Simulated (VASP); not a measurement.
Crystal: Pd.

```
Pd
1.0
     0.00000    1.94650    1.94650
     1.94650    0.00000    1.94650
     1.94650    1.94650    0.00000
Pd
1
Direct
  0.00000 0.00000 0.00000
```

Base run:

| Item | Value |
| --- | --- |
| Program | VASP 6.6.1 |
| Functional | PBE |
| Potentials or basis | VASP PAW PBE potentials, release 64 (Pd) |
| Cutoff | 500 eV |
| k mesh | 11 × 11 × 11 |
| Occupations | fermi-dirac, width 0.15 eV |
| Spin | no spin polarisation |

Its results: band gap on the k mesh zero (band 5 reaches 10.01 eV, above the bottom of band 6 at 8.50 eV); pressure 7.8 GPa.

Q: The run is repeated on the same cell with these changes: occupations from fermi-dirac, width 0.15 eV to fermi-dirac, width 0.025 eV. What comes out?

A: Band gap on the k mesh zero (band 5 reaches 10.03 eV, above the bottom of band 6 at 8.52 eV); pressure 7.2 GPa.
